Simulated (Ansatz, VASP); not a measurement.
**Two plane-wave programs on Nb3Pb**

File INCAR:

```
  PREC = Accurate
  ENCUT = 520
  EDIFF = 1E-6
  ISMEAR = -1
  SIGMA = 0.1
  LREAL = False
  LASPH = True
  NELM = 80
  ALGO = Normal
  ISIF = 2
  LWAVE = False
  LCHARG = False
  GGA = PE
  NBANDS = 63
```

Contents of KPOINTS:

```
Automatic mesh
0
Gamma
  7 7 7
```

The input POSCAR:

```
Nb3Pb
1.0
    5.2867750600      0.0000000000      0.0000000000
    0.0000000000      5.2867750600      0.0000000000
    0.0000000000      0.0000000000      5.2867750600
Nb Pb
6 2
Direct
    0.2500000000      0.0000000000      0.5000000000
    0.5000000000      0.7500000000      0.0000000000
    0.7500000000      0.0000000000      0.5000000000
    0.5000000000      0.2500000000      0.0000000000
    0.0000000000      0.5000000000      0.7500000000
    0.0000000000      0.5000000000      0.2500000000
    0.0000000000      0.0000000000      0.0000000000
    0.5000000000      0.5000000000      0.5000000000
```

Input for Ansatz:

```yaml
crystal:
  lattice:
    - [5.28677506, 0.0, 0.0]
    - [0.0, 5.28677506, 0.0]
    - [0.0, 0.0, 5.28677506]
  atoms:
    - { symbol: Nb, position: [0.25, 0.0, 0.5] }
    - { symbol: Nb, position: [0.5, 0.75, 0.0] }
    - { symbol: Nb, position: [0.75, 0.0, 0.5] }
    - { symbol: Nb, position: [0.5, 0.25, 0.0] }
    - { symbol: Nb, position: [0.0, 0.5, 0.75] }
    - { symbol: Nb, position: [0.0, 0.5, 0.25] }
    - { symbol: Pb, position: [0.0, 0.0, 0.0] }
    - { symbol: Pb, position: [0.5, 0.5, 0.5] }
  symmetry: { tolerance: 0.0003 }
kpoints:
  mp_grid: { grid: [7, 7, 7], shift: [0, 0, 0] }
  band_path:
    path:
      - [0.0, 0.0, 0.0]
      - [0.0, 0.5, 0.0]
      - [0.5, 0.5, 0.0]
      - [0.0, 0.0, 0.0]
      - [0.5, 0.5, 0.5]
      - [0.0, 0.5, 0.0]
      - [0.5, 0.5, 0.5]
      - [0.5, 0.5, 0.0]
    npoints: 8
magnetization:
  spin_polarized: false
scf:
  occupations: { method: fermi_dirac }
  lower_state_search: "off"
  max_iter: 200
hamiltonian:
  pseudopotentials: { kind: paw }
  xc: pbe
basis:
  ecutwfc: 420
  fft_grid_basis: typed
output:
  forces: true
  stress: true
  eigenvalues: true
  bader: true
  populations: true
  elf: true
  write_potential: true
  volumetric_format: npy
  dos:
    e_range: [-12, 8]
    de: 0.05
    projected: { site_lists: { Nb: [Nb], Pb: [Pb] } }
checkpoint:
  read: saved_state
```

Alike in both runs: task single point; functional PBE; k mesh 7 × 7 × 7; no spin polarisation.

|  | VASP | Ansatz |
| --- | --- | --- |
| version | VASP 6.6.1 | Ansatz 0.2.0 |
| potentials or method | VASP PAW PBE potentials, release 64 (Nb_sv, Pb_d), cutoff 520 eV | PAW plane waves |
| occupations | fermi-dirac, width 0.1 eV | fermi-dirac |
| valence electrons in the cell | 106 | 106 |

Ansatz gave:

| Item | Value |
| --- | --- |
| pressure (GPa) | 8.3 |

Problem. Which values does VASP return?

Solution. Pressure (GPa): 8.0.

Neither program's run includes spin-orbit coupling.
